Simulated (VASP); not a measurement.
Input of a VASP 6.6.1 run:

File INCAR:

```
PREC = Accurate
ENCUT = 520
EDIFF = 1E-6
ISMEAR = 0
SIGMA = 0.1
LREAL = False
LASPH = True
NELM = 60
ALGO = Fast
ISIF = 2
LWAVE = False
LCHARG = True
GGA = PE
LELF = True
LVHAR = True
NBANDS = 47
```

KPOINTS

```
Automatic mesh
0
Gamma
  10 10 10
```

File POSCAR:

```
TeMo5
1.0
    0.0000000000      3.7218288733      3.7218288733
    3.7218288733      0.0000000000      3.7218288733
    3.7218288733      3.7218288733      0.0000000000
Te Mo
1 5
Direct
    0.0000000000      0.0000000000      0.0000000000
    0.6257231235      0.6257231235      0.6257231235
    0.1228306296      0.6257231235      0.6257231235
    0.6257231235      0.6257231235      0.1228306296
    0.6257231235      0.1228306296      0.6257231235
    0.2500000000      0.2500000000      0.2500000000
```

Potentials or basis: VASP PAW PBE potentials, release 64 (Te, Mo_sv).

Run with:

```bash
$ cat potpaw_PBE.64/Te/POTCAR potpaw_PBE.64/Mo_sv/POTCAR > POTCAR
$ mpirun -np 1 vasp_std > vasp.out
```

Task: What does it give for the band gap on the k mesh?

Result: Zero (band 38 reaches 12.92 eV, above the bottom of band 39 at 11.79 eV).

Task: Predict the pressure.

Result: 0.4 GPa.

Forces in eV/Å, atoms in the order of the input:
```
Te   0.000  0.000  0.000
Mo  -0.006 -0.006 -0.006
Mo  -0.006  0.006  0.006
Mo   0.006  0.006 -0.006
Mo   0.006 -0.006  0.006
Mo   0.000  0.000  0.000
```

Caveat: spin-orbit coupling is left out, which moves the levels of the heavy elements.
